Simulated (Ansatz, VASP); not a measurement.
One calculation of Al3GaN4, two programs

Contents of INCAR:

```
PREC     = Accurate       # precision mode
ENCUT    = 520            # plane-wave cutoff, eV
EDIFF    = 1E-6           # SCF threshold, eV
ISMEAR   = 0              # smearing method
SIGMA    = 0.05           # smearing width, eV
LREAL    = Auto         
LASPH    = True           # aspherical terms in the spheres
NELM     = 60             # most SCF steps
ALGO     = Normal         # electronic algorithm
ISIF     = 2              # what is computed and relaxed
LWAVE    = False          # write WAVECAR
LCHARG   = False          # write CHGCAR
GGA      = PS             # functional
NBANDS   = 56             # bands
```

KPOINTS

```
regular mesh
0
Gamma
  5 5 3
```

The input POSCAR:

```
Al3GaN4
1.0
    0.0000000000     -4.4069948432      0.0000000000
    0.0000000000      0.0000000000     -4.4069948432
    8.8139896863     -1.4688513812      1.4688513812
Al Ga N
6 2 8
Direct
    0.4796020400      1.0203979600      0.0612000000
    0.3129520400      1.1870479600      0.5612000000
   -0.0203979600      0.5203979600      0.0612000000
   -0.1870479600      0.6870479600      0.5612000000
    0.3962770400      0.6037229600      0.3112000000
    0.2296270400      0.7703729600      0.8112000000
   -0.1037229600      1.1037229600      0.3112000000
   -0.2703729600      1.2703729600      0.8112000000
    0.1941137813      0.8058862187      0.1835538588
    0.0274637813      0.9725362187      0.6835538588
    0.6835292165      0.3164707835      0.1835538588
    0.5168792165      0.4831207835      0.6835538588
   -0.0576251365      0.5682097013      0.9388461412
    0.1090248635      0.4015597013      0.4388461412
    0.4317902987      1.0576251365      0.9388461412
    0.5984402987      0.8909751365      0.4388461412
```

Input for Ansatz:

```yaml
crystal:
  lattice:
    - [0.0, -4.4069948432, 0.0]
    - [0.0, 0.0, -4.4069948432]
    - [8.8139896863, -1.4688513812, 1.4688513812]
  atoms:
    - { symbol: Al, position: [0.47960204, 1.02039796, 0.0612] }
    - { symbol: Al, position: [0.31295204, 1.18704796, 0.5612] }
    - { symbol: Al, position: [-0.02039796, 0.52039796, 0.0612] }
    - { symbol: Al, position: [-0.18704796, 0.68704796, 0.5612] }
    - { symbol: Al, position: [0.39627704, 0.60372296, 0.3112] }
    - { symbol: Al, position: [0.22962704, 0.77037296, 0.8112] }
    - { symbol: Ga, position: [-0.10372296, 1.10372296, 0.3112] }
    - { symbol: Ga, position: [-0.27037296, 1.27037296, 0.8112] }
    - { symbol: "N", position: [0.1941137813, 0.8058862187, 0.1835538588] }
    - { symbol: "N", position: [0.0274637813, 0.9725362187, 0.6835538588] }
    - { symbol: "N", position: [0.6835292165, 0.3164707835, 0.1835538588] }
    - { symbol: "N", position: [0.5168792165, 0.4831207835, 0.6835538588] }
    - { symbol: "N", position: [-0.0576251365, 0.5682097013, 0.9388461412] }
    - { symbol: "N", position: [0.1090248635, 0.4015597013, 0.4388461412] }
    - { symbol: "N", position: [0.4317902987, 1.0576251365, 0.9388461412] }
    - { symbol: "N", position: [0.5984402987, 0.8909751365, 0.4388461412] }
basis:
  ecutwfc: 420
kpoints:
  mp_grid: { grid: [5, 5, 3] }
hamiltonian:
  xc: pbesol
scf:
  occupations: { method: gaussian, width: 0.05 }
output:
  forces: true
  stress: true
  eigenvalues: true
```

Alike in both runs: task single point; functional PBEsol; k mesh 5 × 5 × 3; occupations gaussian, width 0.05 eV; no spin polarisation.

|  | VASP | Ansatz |
| --- | --- | --- |
| version | VASP 6.6.1 | Ansatz 0.2.0 |
| potentials or method | VASP PAW PBE potentials, release 64 (Al, Ga_d, N), cutoff 520 eV | scalar-relativistic, plane waves, PAW |
| valence electrons in the cell | 84 | 84 |

```tsv
	VASP	Ansatz	Ansatz less VASP
gap on the k mesh at the Fermi level (eV)	2.56	2.56	-0.005
least direct gap on the mesh (eV)	2.56	2.56	-0.005
rms of the force components (eV/Å)	17.285	18.642	+1.3561
```

VASP's potentials were made for PBE, not for PBEsol. Atom by atom the forces differ by 1.356 eV/Å (rms over components). The functional is the same, so the differences come from potentials, cutoffs and numerics.
